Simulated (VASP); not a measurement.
# TaVN2 (Pmmm) in VASP: single point with PBE

Aim: the single point of TaVN2 with PBE.

Everything below comes from runs of VASP 6.6.1. Logs are shortened: lines on timing, memory, paths and dates and some standing lists are left out, and cuts for length are marked.

## Step 1: The cell of the first run

Symmetry: Pmmm, No. 47, orthorhombic system. The conventional cell has a = 2.733 Å, b = 4.499 Å, c = 5.558 Å, α = 90.00°, β = 90.00°, γ = 90.00°. Within 2.8 Å of Ta (site symmetry mmm) lie 4 N at 2.12 Å and 2 Ta at 2.73 Å and 2 V at 2.78 Å. V (site symmetry mmm) has 2 V at 2.73 Å and 2 Ta at 2.78 Å and 8 N at 3.50 Å within 3.6 Å. Within 1.7 Å of N (site symmetry m2m) lie 1 N at 1.25 Å.

## Step 2: Single point, PBE, collinear spin, ferromagnetic start

Input file INCAR:

```
  PREC = Accurate
  ENCUT = 600
  EDIFF = 1E-6
  ISMEAR = 0
  SIGMA = 0.1
  LREAL = F
  LASPH = T
  NELM = 200
  ALGO = Normal
  ISIF = 2
  LWAVE = F
  LCHARG = T
  ISPIN = 2
  MAGMOM = 0 2 0 0
  LORBIT = 11
  LMAXMIX = 4
  GGA = PE
  LELF = T
  LVHAR = T
  NBANDS = 29
  GGA_COMPAT = F
```

Input file KPOINTS:

```
Automatic mesh
0
Gamma
  6 4 4
```

Input file POSCAR:

```
TaVN2
1.0
    2.7331710167      0.0000000000      0.0000000000
    0.0000000000      5.5575705086      0.0000000000
    0.0000000000      0.0000000000      4.4986350438
Ta V N
1 1 2
Direct
    0.0000000000      0.0000000000      0.0000000000
    0.0000000000      0.5000000000      0.0000000000
    0.5000000000      0.0000000000      0.3607736313
    0.5000000000      0.0000000000      0.6392263687
```

Potentials or basis: VASP PAW PBE potentials, release 64 (Ta_pv, V_sv, N).

Started as:

```
$ cat potpaw_PBE.64/Ta_pv/POTCAR potpaw_PBE.64/V_sv/POTCAR potpaw_PBE.64/N/POTCAR > POTCAR
$ mpirun -np 1 vasp_std > vasp.out
```

OUTCAR:

```text
PREC = Accurate
   ENCUT = 600
   EDIFF = 1E-6
   ISMEAR = 0
   LREAL = F
   LASPH = T
   NELM = 200
   ISIF = 2
   ISPIN = 2
   LORBIT = 11
   GGA = PE

 ion  position               nearest neighbor table
   1  0.000  0.000  0.000-   3 2.12   4 2.12   3 2.12   4 2.12   2 2.78   2 2.78
   2  0.000  0.500  0.000-   1 2.78   1 2.78
   3  0.500  0.000  0.361-   4 1.25   1 2.12   1 2.12
   4  0.500  0.000  0.639-   3 1.25   1 2.12   1 2.12

  LATTYP: Found a simple orthorhombic cell.
 ALAT       =     2.7331710167
 B/A-ratio  =     1.6459398319
 C/A-ratio  =     2.0333782536

  Lattice vectors:

 A1 = (  -2.7331710167,   0.0000000000,   0.0000000000)
 A2 = (   0.0000000000,   0.0000000000,   4.4986350438)
 A3 = (   0.0000000000,   5.5575705086,   0.0000000000)

Analysis of symmetry for initial positions (statically):
=====================================================================
 Subroutine PRICEL returns:
 Original cell was already a primitive cell.

 Routine SETGRP: Setting up the symmetry group for a
 simple orthorhombic supercell.

 Subroutine GETGRP returns: Found  8 space group operations
 (whereof  8 operations were pure point group operations)
 out of a pool of  8 trial point group operations.

The static configuration has the point symmetry D_2h.

Analysis of symmetry for dynamics (positions and initial velocities):
=====================================================================
 Subroutine PRICEL returns:
 Original cell was already a primitive cell.

 Routine SETGRP: Setting up the symmetry group for a
 simple orthorhombic supercell.

 Subroutine GETGRP returns: Found  8 space group operations
 (whereof  8 operations were pure point group operations)
 out of a pool of  8 trial point group operations.

The dynamic configuration has the point symmetry D_2h.

Analysis of structural, dynamic, and magnetic symmetry:
=====================================================================
 Subroutine PRICEL returns:
 Original cell was already a primitive cell.

 Routine SETGRP: Setting up the symmetry group for a
 simple orthorhombic supercell.

 Subroutine GETGRP returns: Found  8 space group operations
 (whereof  8 operations were pure point group operations)
 out of a pool of  8 trial point group operations.

[... 122 lines left out ...]
   IMIX   =      4    mixing-type and parameters
     AMIX     =   0.40;   BMIX     =  1.00
     AMIX_MAG =   1.60;   BMIX_MAG =  1.00
  volume/ion in A,a.u.               =      17.08       115.28
  Fermi-wavevector in a.u.,A,eV,Ry     =   1.297250  2.451447 22.896661  1.682857
  Thomas-Fermi vector in A             =   2.428654
   LORBIT       =     11    0 simple, 1 ext, 2 COOP (PROOUT), +10 PAW based schemes
   GGA     = PE    functional components
   LHFCALC =     F    Hartree Fock is set to
   AEXX    =    0.0000 exact exchange contribution
   IVDW    =     0    specifies the selected vdW correction
   LEPSILON=     F    determine dielectric tensor
   LRPA    =     F    only Hartree local field effects (RPA)
 spin polarized calculation
 Gauss-broadening in eV      SIGMA  =   0.10
  energy-cutoff  :      600.00
  volume of cell :       68.33
 maximum number of plane-waves:      2304
 NGX is ok and might be reduce to    24
   NGX = 11   NGY = 23   NGZ = 17

 number of electron      34.0000002 magnetization       3.2068553

 Free energy of the ion-electron system (eV)
  ---------------------------------------------------
  ext. energy  EPLUGINS =         0.00000000
  ---------------------------------------------------
  free energy    TOTEN  =       -34.71276387 eV

  energy without entropy =      -34.69839199  energy(sigma->0) =      -34.70557793

 E-fermi :   3.9466     XC(G=0):  -9.9294

 val. band max:        3.9348590072   @ k =   0.5000   0.5000   0.2500
 cond. band min:       3.9544740108   @ k =   0.1667   0.0000   0.2500
 fundamental gap:      0.0196150036
 Fermi energy:         3.9465702019

 spin component 1

 k-point     1 :       0.0000    0.0000    0.0000
  band No.  band energies     occupation
      1     -60.9435      1.00000
      2     -34.8760      1.00000
      3     -34.7458      1.00000
      4     -34.6731      1.00000
      5     -30.6209      1.00000
      6     -30.5585      1.00000
[... 757 lines left out ...]
     28      12.2573      0.00000
     29      13.0782      0.00000

 [... further k-points ...]

 spin component 2

 k-point     1 :       0.0000    0.0000    0.0000
  band No.  band energies     occupation
      1     -58.4255      1.00000
      2     -32.3742      1.00000
      3     -32.3236      1.00000
      4     -32.1182      1.00000
      5     -30.6504      1.00000
      6     -30.6084      1.00000
[... 757 lines left out ...]
     28      13.3855      0.00000
     29      14.3638      0.00000

 [... further k-points ...]
[... 5 lines left out ...]
  --------------------------------------------------------------------------------------
  -------------------------------------------------------------------------------------
  Total        0.0785312      0.0347612      0.1054191      0.0000000      0.0000000      0.0000000
  in kB        1.8412828      0.8150288      2.4717085      0.0000000      0.0000000      0.0000000
  external PRESSURE =       1.7093400 kB  Pullay stress =       0.0000000 kB

 VOLUME and BASIS-vectors are now :
 -----------------------------------------------------------------------------
  energy-cutoff  :      600.00
  volume of cell :       68.33
      direct lattice vectors                 reciprocal lattice vectors
     2.733171017  0.000000000  0.000000000     0.365875386  0.000000000  0.000000000
     0.000000000  5.557570509  0.000000000     0.000000000  0.179934739  0.000000000
     0.000000000  0.000000000  4.498635044     0.000000000  0.000000000  0.222289648

 POSITION                                       TOTAL-FORCE (eV/Angst)
 -----------------------------------------------------------------------------------
      0.00000      0.00000      0.00000         0.000000     -0.000000      0.000000
      0.00000      2.77879      0.00000         0.000000     -0.000000      0.000000
      1.36659      0.00000      1.62299         0.000000      0.000000     -0.079856
      1.36659      0.00000      2.87565         0.000000     -0.000000      0.079856
 -----------------------------------------------------------------------------------
    total drift:                                0.000000      0.000000     -0.000000

  FREE ENERGIE OF THE ION-ELECTRON SYSTEM (eV)
  ---------------------------------------------------
  free  energy   TOTEN  =       -34.7127638730 eV

  energy  without entropy=      -34.6983919857  energy(sigma->0) =      -34.70557793

 total charge

# of ion       s       p       d       tot
------------------------------------------
    1        0.338   6.208   2.457   9.004
    2        2.286   6.066   3.050  11.402
    3        1.257   2.545   0.000   3.802
    4        1.257   2.545   0.000   3.802
--------------------------------------------------
tot          5.138  17.365   5.507  28.010

 magnetization (x)

# of ion       s       p       d       tot
------------------------------------------
    1       -0.015   0.008  -0.103  -0.110
    2        0.058   0.041   2.534   2.633
    3        0.003   0.004   0.000   0.007
    4        0.003   0.004   0.000   0.007
--------------------------------------------------
tot          0.049   0.058   2.431   2.537
```

OSZICAR:

```text
N       E                     dE             d eps       ncg     rms          rms(c)
DAV:   1     0.379880278597E+03    0.37988E+03   -0.20001E+04  4232   0.129E+03
DAV:   2    -0.169904953448E+02   -0.39687E+03   -0.37882E+03  4599   0.398E+02
DAV:   3    -0.400605038101E+02   -0.23070E+02   -0.22153E+02  5052   0.968E+01
[... 11 lines left out ...]
DAV:  15    -0.347126323801E+02   -0.26830E-03   -0.13902E-03  4311   0.197E-01    0.111E-01
DAV:  16    -0.347127188445E+02   -0.86464E-04   -0.26867E-04  4752   0.861E-02    0.666E-02
DAV:  17    -0.347127582746E+02   -0.39430E-04   -0.79589E-05  4600   0.456E-02    0.227E-02
DAV:  18    -0.347127629592E+02   -0.46846E-05   -0.66197E-06  4193   0.154E-02    0.636E-03
DAV:  19    -0.347127638730E+02   -0.91380E-06   -0.11190E-06  3422   0.531E-03
   1 F= -.34712764E+02 E0= -.34705578E+02  d E =-.143719E-01  mag=     3.2073
```

It took 6 min on 1 thread of Intel Xeon 8259CL, shared host; peak memory 0.32 GiB.

What came out:

```yaml
Free_energy: -34.7128 eV
Pressure: 0.2 GPa
Largest_force: 0.080 eV/Å
Net_moment: 3.21 μB per cell
Site_moments: Ta -0.11; V +2.63; N +0.01 μB
Valence_electrons_inside_the_program's_atomic_spheres: Ta 9.00; V 11.40; N 3.80
```

Forces on the atoms (eV/Å):
```
Ta   0.000  0.000  0.000
V    0.000  0.000  0.000
N    0.000  0.000 -0.080
N    0.000  0.000  0.080
```

Stress tensor (GPa, compression positive):
```
0.18 0.00 0.00
0.00 0.08 0.00
0.00 0.00 0.25
```

Caveat: the k points lie up to 0.38 Å⁻¹ apart; the standard files for N, O and F lose accuracy on very short bonds; spin-orbit coupling is left out, which moves the levels of the heavy elements.
